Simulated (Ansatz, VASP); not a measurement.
## Pt: VASP beside Ansatz

The input INCAR:

```
PREC = Accurate
ENCUT = 600
EDIFF = 1E-6
ISMEAR = -1
SIGMA = 0.05
LREAL = F
LASPH = T
NELM = 60
ALGO = Fast
ISIF = 3
LWAVE = F
LCHARG = F
GGA = RP
IVDW = 13
IBRION = 2
NSW = 60
EDIFFG = -0.01
```

The input KPOINTS:

```
Automatic mesh
0
Gamma
  12 12 12
```

The input POSCAR:

```
Pt
1.0
    0.0000000000      1.9609000000      1.9609000000
    1.9609000000      0.0000000000      1.9609000000
    1.9609000000      1.9609000000      0.0000000000
Pt
1
Direct
    0.0000000000      0.0000000000      0.0000000000
```

input.yaml

```yaml
crystal:
  lattice:
    - [0.0, 1.9609, 1.9609]
    - [1.9609, 0.0, 1.9609]
    - [1.9609, 1.9609, 0.0]
  atoms:
    - { symbol: Pt, position: [0.0, 0.0, 0.0] }
hamiltonian:
  xc: rpbe
  pseudopotentials: { kind: paw }
  dispersion: d4
kpoints:
  mp_grid: { grid: [12, 12, 12] }
scf:
  occupations: { method: fermi_dirac, width: 0.05 }
output:
  forces: true
  stress: true
  write_density: true
  write_potential: true
  elf: true
  volumetric_format: npy
relax:
  f_tol: 0.01
  max_steps: 40
  cell: { stress_tol: 0.05 }
```

Alike in both runs: task relaxation of cell and atoms; functional RPBE; dispersion D4; k mesh 12 × 12 × 12; occupations fermi-dirac, width 0.05 eV; no spin polarisation.

```csv
,VASP,Ansatz
version,VASP 6.6.1,Ansatz 0.2.0
potentials or method,"VASP PAW PBE potentials, release 64 (Pt)",Ansatz PAW
plane-wave cutoff (eV),600,420
valence electrons in the cell,10,18
```

|  | VASP | Ansatz | Ansatz less VASP |
| --- | --- | --- | --- |
| gap on the k mesh at the Fermi level, each at its own relaxed structure (eV) | none | none | - |
| relaxed volume (Å³/atom) | 15.05 | 15.08 | +0.028 |
| relaxed cell length with the largest relative difference (Å) | 2.771 | 2.773 | +0.0017 |

VASP's potentials were made for PBE, not for RPBE. A gap of «none» marks a metal or a gap that the smearing closes. VASP's potentials hold 10 valence electrons a cell and Ansatz's 18, so a difference there can come from the potentials and not from the codes.

Spin-orbit coupling is off throughout. Noted on Ansatz's run: the plane-wave basis is chosen anew once the cell has moved, so the energies of steps on either side of that aren't comparable.
